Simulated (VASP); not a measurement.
# Cd (P6_3/mmc) in VASP: further runs

The runs below take Cd through single point, with PBEsol.

Program: VASP 6.6.1. These are calculated values, not measurements. Logs are shortened: lines on timing, memory, paths and dates and some standing lists are left out, and cuts for length are marked.

### Step 1. The cell of the first run

The structure is hexagonal, space group P6_3/mmc (No. 194). The conventional cell has a = 2.944 Å, b = 2.944 Å, c = 5.610 Å, α = 90.00°, β = 90.00°, γ = 120.00°. Within 3.9 Å of Cd (site symmetry -6m2) lie 12 Cd at 2.94 to 3.28 Å.

### Step 2. Single point, PBEsol

INCAR reads:

```
SYSTEM = Cd
ALGO = Fast ; EDIFF = 1E-6
ENCUT = 520 ; GGA = PS
ISIF = 2 ; ISMEAR = 0
LASPH = .True. ; LCHARG = .False.
LREAL = .False. ; LWAVE = .False.
NBANDS = 19 ; NELM = 60
PREC = Accurate ; SIGMA = 0.1
```

KPOINTS reads:

```
k-points
0
Gamma
  18 18 8
  0 0 0
```

POSCAR reads:

```
Cd
1.0
    2.9442122162      0.0000000000      0.0000000000
   -1.4721061081      2.5497625734      0.0000000000
    0.0000000000      0.0000000000      5.6103195842
Cd
2
Direct
    0.3333333333      0.6666666667      0.2500000000
    0.6666666667      0.3333333333      0.7500000000
```

Potentials or basis: VASP PAW PBE potentials, release 64 (Cd).

Run with:

```sh
cat potpaw_PBE.64/Cd/POTCAR > POTCAR
mpirun -np 1 vasp_std > vasp.out
```

OUTCAR:

```text
SYSTEM = Cd
   EDIFF = 1E-6
   ENCUT = 520
   GGA = PS
   ISIF = 2
   ISMEAR = 0
   LASPH = .True.
   LREAL = .False.
   NELM = 60
   PREC = Accurate

 ion  position               nearest neighbor table
   1  0.333  0.667  0.250-   2 3.28   2 3.28   2 3.28   2 3.28   2 3.28   2 3.28
   2  0.667  0.333  0.750-   1 3.28   1 3.28   1 3.28   1 3.28   1 3.28   1 3.28

  LATTYP: Found a hexagonal cell.
 ALAT       =     2.9442122162
 C/A-ratio  =     1.9055418469

  Lattice vectors:

 A1 = (   2.9442122162,   0.0000000000,   0.0000000000)
 A2 = (  -1.4721061081,   2.5497625734,   0.0000000000)
 A3 = (   0.0000000000,   0.0000000000,   5.6103195842)

Analysis of symmetry for initial positions (statically):
=====================================================================
 Subroutine PRICEL returns:
 Original cell was already a primitive cell.

 Routine SETGRP: Setting up the symmetry group for a
 hexagonal supercell.

 Subroutine GETGRP returns: Found 24 space group operations
 (whereof 12 operations were pure point group operations)
 out of a pool of 24 trial point group operations.

The static configuration has the point symmetry D_3d.
 The point group associated with its full space group is D_6h.

Analysis of symmetry for dynamics (positions and initial velocities):
=====================================================================
 Subroutine PRICEL returns:
 Original cell was already a primitive cell.

 Routine SETGRP: Setting up the symmetry group for a
 hexagonal supercell.

 Subroutine GETGRP returns: Found 24 space group operations
 (whereof 12 operations were pure point group operations)
 out of a pool of 24 trial point group operations.

The dynamic configuration has the point symmetry D_3d.
 The point group associated with its full space group is D_6h.

 Subroutine INISYM returns: Found 24 space group operations
 (whereof 12 operations are pure point group operations),
 and found     1 'primitive' translations

----------------------------------------------------------------------------------------

                                     Primitive cell

  volume of cell :      42.1169

  direct lattice vectors                    reciprocal lattice vectors
     2.944212216  0.000000000  0.000000000     0.339649430  0.196096690  0.000000000
    -1.472106108  2.549762573  0.000000000     0.000000000  0.392193379  0.000000000
     0.000000000  0.000000000  5.610319584     0.000000000  0.000000000  0.178242965

  length of vectors
     2.944212216  2.944212216  5.610319584     0.392193379  0.392193379  0.178242965

  position of ions in fractional coordinates (direct lattice)
     0.333333333  0.666666667  0.250000000
     0.666666667  0.333333333  0.750000000

  ion indices of the primitive-cell ions
   primitive index   ion index
                 1           1
                 2           2

----------------------------------------------------------------------------------------

 KPOINTS: k-points

Automatic generation of k-mesh.
 Grid dimensions read from file:
 generate k-points for:   18   18    8

 Generating k-lattice:

  Cartesian coordinates                     Fractional coordinates (reciprocal lattice)
     0.018869413  0.010894261  0.000000000     0.055555556 -0.000000000  0.000000000
     0.000000000  0.021788521  0.000000000     0.000000000  0.055555556  0.000000000
     0.000000000  0.000000000  0.022280371     0.000000000  0.000000000  0.125000000

  Length of vectors
     0.021788521  0.021788521  0.022280371

  Shift w.r.t. Gamma in fractional coordinates (k-lattice)
     0.000000000  0.000000000  0.000000000

 Subroutine IBZKPT returns following result:
 ===========================================

 Found    185 irreducible k-points:

 Following reciprocal coordinates:
            Coordinates               Weight
  0.000000  0.000000  0.000000      1.000000
  0.055556 -0.000000  0.000000      6.000000
  0.111111 -0.000000  0.000000      6.000000
  0.166667 -0.000000  0.000000      6.000000
  0.222222 -0.000000  0.000000      6.000000
  0.277778 -0.000000  0.000000      6.000000
[... 16 lines left out ...]
  0.333333  0.111111  0.000000     12.000000
  0.388889  0.111111  0.000000     12.000000
 [... further k-points ...]
   k-points           NKPTS =    185   k-points in BZ     NKDIM =    185   number of bands    NBANDS=     19
   number of dos      NEDOS =    301   number of ions     NIONS =      2
   total plane-waves  NPLWV =  24192
   dimension x,y,z NGX =    24 NGY =   24 NGZ =   42
   dimension x,y,z NGXF=    48 NGYF=   48 NGZF=   84
   ions per type =               2
   NGX,Y,Z   is equivalent  to a cutoff of  13.55, 13.55, 12.45 a.u.
   NGXF,Y,Z  is equivalent  to a cutoff of  27.10, 27.10, 24.89 a.u.
 SYSTEM =  Cd
   PREC   = accura    normal or accurate (medium, high low for compatibility)
   ISTART =      0    job   : 0-new  1-cont  2-samecut
   ICHARG =      2    charge: 1-file 2-atom 10-const
   ISPIN  =      1    spin polarized calculation?
   LNONCOLLINEAR =      F non collinear calculations
   LSORBIT =      F    spin-orbit coupling
   LASPH  =      T    aspherical Exc in radial PAW
   ENCUT  =  520.0 eV  38.22 Ry    6.18 a.u.   5.47  5.47 10.43*2*pi/ulx,y,z
   NELM   =     60;   NELMIN=  2; NELMDL= -5     # of ELM steps
   EDIFF  = 0.1E-05   stopping-criterion for ELM
   LREAL  =      F    real-space projection
   EDIFFG = 0.1E-04   stopping-criterion for IOM
   NSW    =      0    number of steps for IOM
   IBRION =     -1    ionic relax: 0-MD 1-quasi-New 2-CG
   NFREE  =      0    steps in history (QN), initial steepest desc. (CG)
   ISIF   =      2    stress and relaxation
   ISYM   =      2    0-nonsym 1-usesym 2-fastsym
   POTIM  = 0.5000    time-step for ionic-motion
   TEBEG  =    0.0;   TEEND  =   0.0 temperature during run
   PSTRESS=    0.0 pullay stress
   NELECT =      24.0000    total number of electrons
   NUPDOWN=      -1.0000    fix difference up-down
   EMIN   =  10.00;   EMAX   =-10.00  energy-range for DOS
   EFERMI =   0.00;   METHOD = LEGACY
   ISMEAR =     0;   SIGMA  =   0.10  broadening in eV -4-tet -1-fermi 0-gaus
   EFERMI_NEDOS =   21; number of points for ismear=-14 and -15
   IALGO  =     68    algorithm
   IMIX   =      4    mixing-type and parameters
     AMIX     =   0.40;   BMIX     =  1.00
     AMIX_MAG =   1.60;   BMIX_MAG =  1.00
  volume/ion in A,a.u.               =      21.06       142.11
  Fermi-wavevector in a.u.,A,eV,Ry     =   1.357250  2.564830 25.063657  1.842127
  Thomas-Fermi vector in A             =   2.484184
   LORBIT       =      0    0 simple, 1 ext, 2 COOP (PROOUT), +10 PAW based schemes
   GGA     = PS    functional components
   LHFCALC =     F    Hartree Fock is set to
   AEXX    =    0.0000 exact exchange contribution
   IVDW    =     0    specifies the selected vdW correction
   LEPSILON=     F    determine dielectric tensor
   LRPA    =     F    only Hartree local field effects (RPA)
 non-spin polarized calculation
 RMM-DIIS sequential band-by-band and
 Gauss-broadening in eV      SIGMA  =   0.10
  energy-cutoff  :      520.00
  volume of cell :       42.12
 maximum number of plane-waves:      1173
 NGX is ok and might be reduce to    24
   NGX = 11   NGY = 11   NGZ = 21

 number of electron      24.0000004 magnetization

 Free energy of the ion-electron system (eV)
  ---------------------------------------------------
  ext. energy  EPLUGINS =         0.00000000
  ---------------------------------------------------
  free energy    TOTEN  =        -2.40113165 eV

  energy without entropy =       -2.39887631  energy(sigma->0) =       -2.40000398

 E-fermi :   3.0484     XC(G=0): -11.3402

 val. band max:        3.0476023870   @ k =   0.2222   0.0556   0.1250
 cond. band min:       3.0803575916   @ k =   0.3333   0.3333   0.0000
 fundamental gap:      0.0327552046
 Fermi energy:         3.0484012973

 k-point     1 :       0.0000    0.0000    0.0000
  band No.  band energies     occupation
      1      -7.0017      2.00000
      2      -6.7395      2.00000
      3      -6.3014      2.00000
      4      -6.3014      2.00000
      5      -6.2493      2.00000
      6      -6.2493      2.00000
[... 11 lines left out ...]
     18      18.2732      0.00000
     19      18.9098      0.00000

 k-point     2 :       0.0556   -0.0000    0.0000
  band No.  band energies     occupation
      1      -6.9656      2.00000
      2      -6.6991      2.00000
      3      -6.3158      2.00000
      4      -6.2705      2.00000
      5      -6.2626      2.00000
      6      -6.2195      2.00000
[... 11 lines left out ...]
     18      17.8341      0.00000
     19      19.2746      0.00000

 k-point     3 :       0.1111   -0.0000    0.0000
  band No.  band energies     occupation
      1      -6.8726      2.00000
      2      -6.6118      2.00000
      3      -6.3527      2.00000
      4      -6.2883      2.00000
      5      -6.1805      2.00000
      6      -6.1326      2.00000
[... 11 lines left out ...]
     18      17.7574      0.00000
     19      19.1442      0.00000

 k-point     4 :       0.1667   -0.0000    0.0000
  band No.  band energies     occupation
      1      -6.7878      2.00000
      2      -6.5412      2.00000
      3      -6.4084      2.00000
      4      -6.2524      2.00000
      5      -6.0399      2.00000
      6      -5.9969      2.00000
[... 11 lines left out ...]
     18      17.1246      0.00000
     19      17.2361      0.00000

 k-point     5 :       0.2222   -0.0000    0.0000
  band No.  band energies     occupation
      1      -6.8041      2.00000
      2      -6.5727      2.00000
      3      -6.3516      2.00000
      4      -6.1627      2.00000
      5      -6.1326      2.00000
      6      -5.8902      2.00000
[... 11 lines left out ...]
     18      15.8531      0.00000
     19      16.6919      0.00000
[... 334 lines left out ...]
      2      -6.5584      2.00000
      3      -6.3613      2.00000
      4      -6.2922      2.00000
      5      -6.1028      2.00000
      6      -6.0701      2.00000
[... 11 lines left out ...]
     18      15.5836      0.00000
     19      15.8386      0.00000

 k-point    22 :       0.2778    0.1111    0.0000
  band No.  band energies     occupation
      1      -6.8538      2.00000
      2      -6.6519      2.00000
      3      -6.5100      2.00000
      4      -6.1601      2.00000
      5      -6.1424      2.00000
      6      -5.9401      2.00000
[... 11 lines left out ...]
     18      14.9564      0.00000
     19      15.4608      0.00000

 k-point    23 :       0.3333    0.1111    0.0000
  band No.  band energies     occupation
      1      -6.9347      2.00000
      2      -6.7303      2.00000
      3      -6.6221      2.00000
      4      -6.2008      2.00000
      5      -6.0247      2.00000
      6      -6.0066      2.00000
[... 11 lines left out ...]
     18      14.4690      0.00000
     19      15.1362      0.00000

 k-point    24 :       0.3889    0.1111    0.0000
  band No.  band energies     occupation
      1      -6.9876      2.00000
      2      -6.7816      2.00000
      3      -6.6913      2.00000
      4      -6.2238      2.00000
      5      -6.0530      2.00000
      6      -5.9511      2.00000
[... 11 lines left out ...]
     18      14.1600      0.00000
     19      14.9352      0.00000

 [... further k-points ...]
[... 5 lines left out ...]
  --------------------------------------------------------------------------------------
  -------------------------------------------------------------------------------------
  Total        0.1331705      0.1331705      0.0695703      0.0000000      0.0000000      0.0000000
  in kB        5.0659628      5.0659628      2.6465374      0.0000000      0.0000000      0.0000000
  external PRESSURE =       4.2594877 kB  Pullay stress =       0.0000000 kB

 VOLUME and BASIS-vectors are now :
 -----------------------------------------------------------------------------
  energy-cutoff  :      520.00
  volume of cell :       42.12
      direct lattice vectors                 reciprocal lattice vectors
     2.944212216  0.000000000  0.000000000     0.339649430  0.196096690  0.000000000
    -1.472106108  2.549762573  0.000000000     0.000000000  0.392193379  0.000000000
     0.000000000  0.000000000  5.610319584     0.000000000  0.000000000  0.178242965

 POSITION                                       TOTAL-FORCE (eV/Angst)
 -----------------------------------------------------------------------------------
     -0.00000      1.69984      1.40258         0.000000     -0.000000      0.000000
      1.47211      0.84992      4.20774        -0.000000      0.000000      0.000000
 -----------------------------------------------------------------------------------
    total drift:                               -0.000000      0.000000      0.000000

  FREE ENERGIE OF THE ION-ELECTRON SYSTEM (eV)
  ---------------------------------------------------
  free  energy   TOTEN  =        -2.4011316479 eV

  energy  without entropy=       -2.3988763118  energy(sigma->0) =       -2.40000398
```

It took 60 s on 1 thread of Intel Xeon Platinum 8488C (Sapphire Rapids), shared host; peak memory 0.24 GiB.

Results:

```yaml
Free_energy: -2.4011 eV
Pressure: 0.4 GPa
Band_gap_on_the_k_mesh: zero (bands 12 and 13 overlap by 4.74 eV)
```

Caveat: the PAW data sets were made with another functional, which shifts forces and pressure a little.

### Step 3. Single point, PBEsol

INCAR reads:

```
SYSTEM = Cd
PREC = Accurate ; ENCUT = 520
EDIFF = 1E-6 ; ISMEAR = 0
SIGMA = 0.1 ; LREAL = .FALSE.
LASPH = .TRUE. ; NELM = 100
ALGO = Fast ; ISIF = 2
LWAVE = .FALSE. ; LCHARG = .FALSE.
GGA = PS ; NBANDS = 19
ISYM = 0
```

KPOINTS reads:

```
regular mesh
0
G
  12 6 13
  0 0 0
```

POSCAR reads:

```
Cd
1.0
    2.9442122162      0.0000000000      0.0000000000
    0.0000000000      5.6103195842      0.0000000000
    1.4721061081      0.0000000000      2.5497625734
Cd
2
Direct
    0.3333333333      0.7500000000      0.3333333333
    0.6666666667      0.2500000000      0.6666666667
```

Potentials or basis: VASP PAW PBE potentials, release 64 (Cd).

Run with:

```sh
cat potpaw_PBE.64/Cd/POTCAR > POTCAR
mpirun -np 1 vasp_std > vasp.out
```

Run time: 2.3 min. Hardware: 1 thread of Intel Xeon Platinum 8488C (Sapphire Rapids), shared host; peak memory 0.4 GiB.

It converged, with:

```yaml
Free_energy: -2.3997 eV
Pressure: 0.5 GPa
Largest_force: 0.003 eV/Å
Band_gap_on_the_k_mesh: zero (bands 12 and 13 overlap by 4.63 eV)
```

Forces in eV/Å, atoms in the order of the input:
```
Cd   0.003  0.000 -0.001
Cd  -0.003  0.000  0.001
```

Stress tensor (GPa, compression positive):
```
-0.01  0.00 -0.07
 0.00  0.24  0.00
-0.07  0.00  1.18
```

Levels at points of the mesh, in eV from the Fermi level:
| k point | band 10 | band 11 | band 12 | band 13 | band 14 | band 15 |
| --- | --- | --- | --- | --- | --- | --- |
| (0.00, 0.00, 0.00) | -8.43 | -8.43 | -3.21 | -3.12 | 10.42 | 14.65 |
| (0.50, 0.00, 0.00) | -8.12 | -2.40 | -1.81 | 1.97 | 3.04 | 3.27 |
| (0.00, 0.50, 0.00) | -8.54 | -7.53 | -7.53 | 3.61 | 3.61 | 14.99 |
| (0.50, 0.50, 0.00) | -8.13 | -1.61 | -1.61 | 0.18 | 0.18 | 8.09 |

Caveat: the PAW data sets were made with another functional, which shifts forces and pressure a little.

The gap in the log of VASP goes by the Fermi energy; the results here count the filled bands.